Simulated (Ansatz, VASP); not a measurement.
# One calculation of SiC, two programs

```xyz
2
Lattice="0.0000 2.2121 2.2121 2.2121 0.0000 2.2121 2.2121 2.2121 0.0000" Properties=species:S:1:pos:R:3 pbc="T T T"
Si    0.0000    0.0000    0.0000
C     1.1061    1.1061    1.1061
```

Alike in both runs: task single point; functional PBE; k mesh 10 × 10 × 10; occupations gaussian, width 0.02 eV; no spin polarisation.

```csv
,VASP,Ansatz
version,VASP 6.6.1,Ansatz 0.2.0
potentials or method,"VASP PAW PBE potentials, release 64 (Si, C)","scalar-relativistic, plane waves, norm-conserving pseudopotentials"
plane-wave cutoff (eV),600,1116
valence electrons in the cell,8,8
```

```csv
,VASP,Ansatz,Ansatz less VASP
gap on the k mesh at the Fermi level (eV),1.40,1.39,-0.008
least direct gap on the mesh (eV),4.49,4.49,-0.002
pressure (GPa),-6.2,-5.9,+0.34
```
